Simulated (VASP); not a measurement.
A run of VASP 6.6.1 is set up as follows.

INCAR

```
ALGO = Normal
EDIFF = 1E-7
EDIFFG = -0.01
ENCUT = 600
IBRION = 2
ISIF = 3
ISMEAR = -1
LASPH = T
LCHARG = F
LREAL = F
LWAVE = F
NELM = 80
NSW = 80
PREC = Accurate
SIGMA = 0.05
```

Contents of KPOINTS:

```
k-points
0
Gamma
  7 7 7
```

Contents of POSCAR:

```
CdTe
1.0
    0.0000000000      3.2050000000      3.2050000000
    3.2050000000      0.0000000000      3.2050000000
    3.2050000000      3.2050000000      0.0000000000
Te Cd
1 1
Direct
    0.7500000000      0.7500000000      0.7500000000
    0.0000000000      0.0000000000      0.0000000000
```

Potentials or basis: VASP PAW LDA potentials, release 64 (Te, Cd).

Command:

```sh
$ cat potpaw_LDA.64/Te/POTCAR potpaw_LDA.64/Cd/POTCAR > POTCAR
$ mpirun -np 1 vasp_std > vasp.out
```

Task: What does it give for the relaxed volume?

Result: 33.07 Å³/atom.

Task: Estimate the relaxed cell.

Result: a = 4.539 Å, b = 4.539 Å, c = 4.539 Å, α = 60.00°, β = 60.00°, γ = 60.00°.

Final structure:
```
CELL_PARAMETERS angstrom
0.00000 3.20990 3.20990
3.20990 0.00000 3.20990
3.20990 3.20990 0.00000
ATOMIC_POSITIONS crystal
Te 0.75000 0.75000 0.75000
Cd 0.00000 0.00000 0.00000
```
